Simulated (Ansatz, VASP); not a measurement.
# Two plane-wave programs on WSe

Contents of INCAR:

```
ALGO = Normal ; EDIFF = 1E-6
EDIFFG = -0.01 ; ENCUT = 600
GGA = PE ; IBRION = 2
ISIF = 3 ; ISMEAR = 0
ISPIN = 2 ; LASPH = True
LCHARG = False ; LMAXMIX = 4
LORBIT = 11 ; LREAL = False
LWAVE = False ; MAGMOM = 1 0
NELM = 150 ; NSW = 80
PREC = Accurate ; SIGMA = 0.1
```

Contents of KPOINTS:

```
k-points
0
Gamma
  12 12 12
```

File POSCAR:

```
WSe
1.0
    0.0000000000      2.8388664208      2.8388664208
    2.8388664208      0.0000000000      2.8388664208
    2.8388664208      2.8388664208      0.0000000000
W Se
1 1
Direct
    0.0000000000      0.0000000000      0.0000000000
    0.2500000000      0.2500000000      0.2500000000
```

Input for Ansatz:

```yaml
crystal:
  lattice:
    - [0.0, 2.8388664208, 2.8388664208]
    - [2.8388664208, 0.0, 2.8388664208]
    - [2.8388664208, 2.8388664208, 0.0]
  atoms:
    - { symbol: W, position: [0.0, 0.0, 0.0], spin: 1.0 }
    - { symbol: Se, position: [0.25, 0.25, 0.25] }
basis:
  ecutwfc: 420
kpoints:
  mp_grid: { grid: [12, 12, 12] }
hamiltonian:
  xc: pbe
scf:
  occupations: { method: gaussian, width: 0.1 }
  lower_state_search: "off"
output:
  forces: true
  stress: true
  eigenvalues: true
  populations: true
magnetization:
  spin_polarized: true
relax:
  adjacent_minimum: "off"
  f_tol: 0.01
  max_steps: 60
  cell: { stress_tol: 0.05 }
```

Alike in both runs: task relaxation of cell and atoms; functional PBE; k mesh 12 × 12 × 12; occupations gaussian, width 0.1 eV; collinear spin.

|  | VASP | Ansatz |
| --- | --- | --- |
| version | VASP 6.6.1 | Ansatz 0.2.0 |
| potentials or method | VASP PAW PBE potentials, release 64 (W_sv, Se), cutoff 600 eV | scalar-relativistic, plane waves, PAW |
| valence electrons in the cell | 20 | 30 |

|  | VASP | Ansatz | Ansatz less VASP |
| --- | --- | --- | --- |
| gap on the k mesh at the Fermi level, each at its own relaxed structure (eV) | none | none | - |
| net moment per atom (μB) | 0.64 | 0.64 | -0.002 |
| size of the moment on the site where the two differ most (μB) | 1.03 | 0.79 | -0.235 |
| relaxed volume (Å³/atom) | 22.93 | 22.88 | -0.049 |
| relaxed cell length with the largest relative difference (Å) | 4.018 | 4.015 | -0.0029 |

Site moments also hang on the region over which each program counts them. A gap of «none» marks a metal or a gap that the smearing closes. VASP's potentials hold 20 valence electrons a cell and Ansatz's 30, so a difference there can come from the potentials and not from the codes.

Spin-orbit coupling is off throughout.
